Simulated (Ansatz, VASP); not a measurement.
# One calculation of Fe, two programs

```
Fe
1.0
    -1.46778    1.46778    1.43900
     1.46778   -1.46778    1.43900
     1.41022    1.41022   -1.43900
Fe
1
Direct
  0.00000 0.00000 0.00000
```

Change from the starting cell: xy shear strain of -4 %, crystal datasets.

Alike in both runs: task electric field gradients; functional PBE; k mesh 18 × 18 × 18; occupations fermi-dirac, width 0.03 eV; collinear spin.

```csv
,VASP,Ansatz
version,VASP 6.6.1,Ansatz 0.2.0
potentials or method,"VASP PAW PBE potentials, release 64 (Fe), cutoff 520 eV","all-electron PAW with datasets made for the crystal, scalar-relativistic"
```

|  | VASP | Ansatz | Ansatz less VASP |
| --- | --- | --- | --- |
| pressure (GPa) | -8.2 | -8.6 | -0.38 |
| traceless stress, the component that is largest in VASP (GPa) | 2.83 | 2.99 | +0.158 |
| net moment per atom (μB) | 2.25 | 2.22 | -0.031 |
| size of the moment on the site where the two differ most (μB) | 2.26 | 2.28 | +0.018 |
| size of Vzz on the site where it differs most (V/Å²) | 3.1 | 0.4 | -2.64 |

Site moments also hang on the region over which each program counts them. Ansatz ran all-electron here, and VASP with PAW potentials. Ansatz's warnings: printed levels off.
